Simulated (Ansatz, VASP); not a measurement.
Zr: VASP beside Ansatz

File POSCAR:

```
Zr
1.0
    3.2445832200      0.0000000000      0.0000000000
   -1.6222916100      2.8098914932      0.0000000000
    0.0000000000      0.0000000000      5.1573641137
Zr
2
Direct
    0.3333333333      0.6666666667      0.2500000000
    0.6666666667      0.3333333333      0.7500000000
```

Contents of INCAR.step1:

```
PREC = Accurate ; ENCUT = 520
ISMEAR = 1 ; SIGMA = 0.6
LREAL = False ; LASPH = True
NELM = 80 ; NBANDS = 19
GGA = PE ; ALGO = Normal
EDIFF = 1E-4 ; LWAVE = True
LCHARG = False
```

INCAR.step2

```
PREC = Accurate ; ENCUT = 520
EDIFF = 1E-6 ; ISMEAR = 1
SIGMA = 0.6 ; LREAL = False
LASPH = True ; NELM = 80
ALGO = Normal ; ISIF = 2
LWAVE = False ; LCHARG = False
METAGGA = R2SCAN ; LMIXTAU = True
NBANDS = 19 ; ISTART = 1
```

File KPOINTS:

```
Automatic mesh
0
Gamma
  11 11 6
```

Input for Ansatz:

```yaml
crystal:
  lattice:
    - [3.24458322, 0.0, 0.0]
    - [-1.62229161, 2.8098914932, 0.0]
    - [0.0, 0.0, 5.1573641137]
  atoms:
    - { symbol: Zr, position: [0.3333333333, 0.6666666667, 0.25] }
    - { symbol: Zr, position: [0.6666666667, 0.3333333333, 0.75] }
hamiltonian:
  xc: r2scan
  pseudopotentials:
    kind: paw
    azcp:
      Zr: "pseudopotentials/Zr.paw.azcp"
basis:
  ecutwfc: 500
  fft_grid_basis: typed
kpoints:
  mp_grid: { grid: [11, 11, 6], shift: [0, 0, 0] }
magnetization:
  spin_polarized: false
scf:
  occupations: { method: methfessel_paxton, width: 0.6 }
  lower_state_search: "off"
output:
  stress: true
  write_density: true
  write_potential: true
  elf: true
  volumetric_format: npy
```

Alike in both runs: task single point; functional r2SCAN; k mesh 11 × 11 × 6; occupations methfessel-paxton of order 1, width 0.6 eV; no spin polarisation.

|  | VASP | Ansatz |
| --- | --- | --- |
| version | VASP 6.6.1 | Ansatz 0.2.0 |
| potentials or method | VASP PAW PBE potentials, release 64 (Zr_sv), cutoff 520 eV | plane waves (500 eV) with PAW, scalar-relativistic |
| valence electrons in the cell | 24 | 24 |

Ansatz gave:

```
pressure (GPa)                                                : -0.2
traceless stress, the component that is largest in VASP (GPa) : -0.05
```

**Question.** Which values does VASP return?

**Answer.** Pressure (GPa): -0.2; traceless stress, the component that is largest in VASP (GPa): -0.06.

VASP's potentials were made for PBE, not for r2SCAN.
